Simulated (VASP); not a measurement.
Write the native input for VASP 6.6.1 that does the following.

* Task: single point
* Functional: r2SCAN
* Dispersion: D3(BJ)
* Potentials or basis: VASP PAW PBE potentials, release 64 (Ge_d, W_sv, La)
* Cutoff: 520 eV
* k mesh: 5 × 5 × 2
* Occupations: fermi-dirac, width 0.011 eV
* Spin: no spin polarisation
* Dipole correction: no
* Further INCAR settings: ALGO = Normal; EDIFF = 1e-07; NBANDS = 40; ISYM = 0

The system is La2GeW2.

```xyz
5
Lattice="3.8732 0.0000 0.0000 -1.9366 3.3543 0.0000 0.0000 0.0000 9.4571" Properties=species:S:1:pos:R:3 pbc="T T T"
Ge    0.0000    0.0000    4.7285
W    -0.0002    2.2363    7.9857
W     1.9368    1.1180    1.4714
La   -0.0002    2.2363    3.2659
La    1.9368    1.1180    6.1912
```

One way to write it, as run:

POSCAR

```
La2GeW2
1.0
    3.8731602700      0.0000000000      0.0000000000
   -1.9365796400      3.3542558800      0.0000000000
    0.0000000000      0.0000000000      9.4570888300
Ge W La
1 2 2
Direct
    0.0000000000      0.0000000000      0.5000000000
    0.3333000000      0.6667000000      0.8444100000
    0.6667000000      0.3333000000      0.1555900000
    0.3333000000      0.6667000000      0.3453400000
    0.6667000000      0.3333000000      0.6546600000
```

INCAR.step1

```
SYSTEM = La2GeW2
PREC = Accurate ; ENCUT = 520
ISMEAR = -1 ; SIGMA = 0.011
LREAL = .FALSE. ; LASPH = .TRUE.
NELM = 80 ; ISYM = 0
NBANDS = 40 ; GGA = PE
ALGO = Normal ; EDIFF = 1E-4
LWAVE = .TRUE. ; LCHARG = .FALSE.
```

INCAR.step2

```
SYSTEM = La2GeW2
PREC = Accurate ; ENCUT = 520
EDIFF = 1E-7 ; ISMEAR = -1
SIGMA = 0.011 ; LREAL = .FALSE.
LASPH = .TRUE. ; NELM = 80
ALGO = Normal ; ISIF = 2
LWAVE = .FALSE. ; LCHARG = .FALSE.
METAGGA = R2SCAN ; LMIXTAU = .TRUE.
IVDW = 12 ; VDW_S6 = 1.0
VDW_S8 = 0.78981345 ; VDW_A1 = 0.49484001
VDW_A2 = 5.73083694 ; ISYM = 0
NBANDS = 40 ; ISTART = 1
```

KPOINTS

```
regular mesh
0
G
  5 5 2
  0 0 0
```

Potentials or basis: VASP PAW PBE potentials, release 64 (Ge_d, W_sv, La).

The run is started by

```sh
$ cat potpaw_PBE.64/Ge_d/POTCAR potpaw_PBE.64/W_sv/POTCAR potpaw_PBE.64/La/POTCAR > POTCAR
$ cp INCAR.step1 INCAR
$ mpirun -np 1 vasp_std > vasp.out
$ cp INCAR.step2 INCAR
$ mpirun -np 1 vasp_std > vasp.out
```

It gave:

```yaml
Pressure: 5.0 GPa
Largest_force: 4.398 eV/Å
Band_gap_on_the_k_mesh: zero (bands 32 and 33 overlap by 0.96 eV)
Dispersion_energy_per_atom: -0.254 eV
```

Caveat: the k points lie up to 0.37 Å⁻¹ apart, too coarse for converged energies and pressures of a metal; three body term missing; the PAW data sets were made with another functional, which shifts forces and pressure a little; spin-orbit coupling is left out, which moves the levels of the heavy elements.

Wall time 27 min on 1 thread of Intel Xeon 8259CL, with other jobs on the host, peak memory 0.36 GiB.
